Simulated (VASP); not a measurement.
# MoSe: single point with PBE

Crystal: MoSe.

```xyz
2
Lattice="3.3433 0.0000 0.0000 0.0000 3.3433 0.0000 0.0000 0.0000 3.3433" Properties=species:S:1:pos:R:3 pbc="T T T"
Mo    0.0000    0.0000    0.0000
Se    1.6717    1.6717    1.6717
```

```yaml
Program: VASP 6.6.1
Task: single point
Functional: PBE
Potentials_or_basis: VASP PAW PBE potentials, release 64 (Mo_sv, Se)
Cutoff: 520 eV
k_mesh: 14 × 14 × 14
Occupations: gaussian, width 0.1 eV
Spin: no spin polarisation
```

The pressure is -21.0 GPa. The band gap on the k mesh is zero (bands 10 and 11 overlap by 2.29 eV).

Levels at points of the mesh, in eV from the Fermi level:
```
           k point  band 7  band 8  band 9  band 10  band 11  band 12  band 13  band 14
(0.00, 0.00, 0.00)   -2.66   -1.74   -1.74    -1.74     0.50     0.50     0.50     1.67
(0.50, 0.00, 0.00)   -3.07   -3.07   -1.98     0.71     1.42     3.12     3.12     4.71
(0.50, 0.50, 0.00)   -5.33   -2.48   -0.66    -0.66    -0.49    -0.09     1.66     3.90
(0.50, 0.50, 0.50)   -6.19   -6.19    1.74     1.74     2.78     2.78     2.78     3.44
```

Wall time 23 s on 1 thread of Intel(R) Xeon(R) 6975P-C (Granite Rapids), with other jobs on the host, peak memory 0.21 GiB.

Caveat: the cell stands under tension.
